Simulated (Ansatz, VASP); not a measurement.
## Two plane-wave programs on MgS

```
CELL_PARAMETERS angstrom
0.00000 2.60820 2.60820
2.60820 0.00000 2.60820
2.60820 2.60820 0.00000
ATOMIC_POSITIONS crystal
Mg 0.00000 0.00000 0.00000
S 0.50000 0.50000 0.50000
```

Alike in both runs: task single point; functional PBEsol; k mesh 10 × 10 × 10; occupations gaussian, width 0.05 eV; no spin polarisation.

|  | VASP | Ansatz |
| --- | --- | --- |
| version | VASP 6.6.1 | Ansatz 0.2.0 |
| potentials or method | VASP PAW PBE potentials, release 64 (Mg, S), cutoff 520 eV | scalar-relativistic, plane waves, PAW |
| valence electrons in the cell | 8 | 16 |

|  | VASP | Ansatz | Ansatz less VASP |
| --- | --- | --- | --- |
| gap on the k mesh at the Fermi level (eV) | 2.69 | 2.69 | -0.001 |
| least direct gap on the mesh (eV) | 3.53 | 3.54 | +0.001 |
| pressure (GPa) | -1.7 | -1.5 | +0.22 |

VASP's potentials were made for PBE, not for PBEsol. VASP's potentials hold 8 valence electrons a cell and Ansatz's 16, so a difference there can come from the potentials and not from the codes.
